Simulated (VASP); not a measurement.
Rb3Sr: single point with PBEsol

Rb3Sr:

```
CELL_PARAMETERS angstrom
6.70000 0.00000 0.00000
0.00000 6.70000 0.00000
0.00000 0.00000 6.70000
ATOMIC_POSITIONS crystal
Rb 0.50000 0.00000 0.00000
Rb 0.00000 0.50000 0.00000
Rb 0.00000 0.00000 0.50000
Sr 0.50000 0.50000 0.50000
```

```yaml
Program: VASP 6.6.1
Task: single point
Functional: PBEsol
Potentials_or_basis: VASP PAW PBE potentials, release 64 (Rb_sv, Sr_sv)
Cutoff: 520 eV
k_mesh: 4 × 4 × 4
Occupations: fermi-dirac, width 0.1 eV
Spin: no spin polarisation
Dipole_correction: no
Further_INCAR_settings: ALGO = Normal; EDIFF = 1e-07; NBANDS = 26
```

| Item | Value |
| --- | --- |
| Pressure | 0.0 GPa |
| Band gap on the k mesh | zero (an odd number of electrons rules out a gap without spin polarisation) |

Levels at points of the mesh, in eV from the Fermi level:
| k point | band 16 | band 17 | band 18 | band 19 | band 20 | band 21 |
| --- | --- | --- | --- | --- | --- | --- |
| (0.00, 0.00, 0.00) | -12.55 | -2.51 | 0.22 | 0.22 | 0.35 | 1.16 |
| (0.50, 0.00, 0.00) | -12.56 | -1.71 | -1.22 | 0.64 | 1.09 | 1.15 |
| (0.50, 0.50, 0.00) | -12.54 | -1.09 | -0.44 | -0.44 | -0.28 | 1.26 |
| (0.50, 0.50, 0.50) | -12.54 | -0.86 | -0.02 | -0.02 | -0.02 | 0.46 |

Wall time 72 s on 1 thread of Intel(R) Xeon(R) Platinum 8375C CPU @ 2.90GHz (Ice Lake), with other jobs on the host, peak memory 0.37 GiB.

Caveat: the PAW data sets were made with another functional, which shifts forces and pressure a little.
